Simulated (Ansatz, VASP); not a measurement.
# One calculation of SnTe, two programs

```
Te Sn
1.0
     0.00000    3.16481    3.16481
     3.16481    0.00000    3.16481
     3.16481    3.16481    0.00000
Te Sn
1 1
Direct
  0.50000 0.50000 0.50000
  0.00000 0.00000 0.00000
```

Alike in both runs: task single point; functional PBEsol; k mesh 6 × 6 × 6; occupations gaussian, width 0.1 eV; no spin polarisation.

```csv
,VASP,Ansatz
version,VASP 6.6.1,Ansatz 0.2.0
potentials or method,"VASP PAW PBE potentials, release 64 (Te, Sn_d), cutoff 500 eV","scalar-relativistic, plane waves, PAW"
valence electrons in the cell,20,30
```

```csv
,VASP,Ansatz,Ansatz less VASP
gap on the k mesh at the Fermi level (eV),0.10,0.10,-0.001
least direct gap on the mesh (eV),0.10,0.10,-0.001
pressure (GPa),-0.9,-0.9,+0.02
```

VASP's potentials were made for PBE, not for PBEsol. The functional is the same, so the differences come from potentials, cutoffs and numerics. VASP's potentials hold 20 valence electrons a cell and Ansatz's 30, so a difference there can come from the potentials and not from the codes.

Spin-orbit coupling is off throughout.
